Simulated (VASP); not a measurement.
Input of a VASP 6.6.1 run:

Contents of INCAR:

```
SYSTEM = B
  PREC = Accurate
  ENCUT = 520
  EDIFF = 1E-6
  ISMEAR = -1
  SIGMA = 0.05
  LREAL = .False.
  LASPH = .True.
  NELM = 100
  ALGO = Normal
  ISIF = 2
  LWAVE = .False.
  LCHARG = .True.
  GGA = PE
  LELF = .True.
  LVHAR = .True.
  NBANDS = 12
```

The input KPOINTS:

```
Automatic mesh
0
Gamma
  12 12 16
  0 0 0
```

POSCAR

```
B
1.0
    2.4811741437      0.0000000000      0.0000000000
   -1.2405870718      2.1487598396      0.0000000000
    0.0000000000      0.0000000000      2.2580152307
B
3
Direct
    0.0000000000      0.0000000000      0.0000000000
    0.3333333333      0.6666666667      0.5000000000
    0.6666666667      0.3333333333      0.5000000000
```

Potentials or basis: VASP PAW PBE potentials, release 64 (B).

Launch:

```bash
$ cat potpaw_PBE.64/B/POTCAR > POTCAR
$ mpirun -np 1 vasp_std > vasp.out
```

Problem. Predict the pressure.

Solution. 271.5 GPa.

Stress tensor (GPa, compression positive):
```
271.76   0.00   0.00
  0.00 271.76   0.00
  0.00   0.00 271.08
```
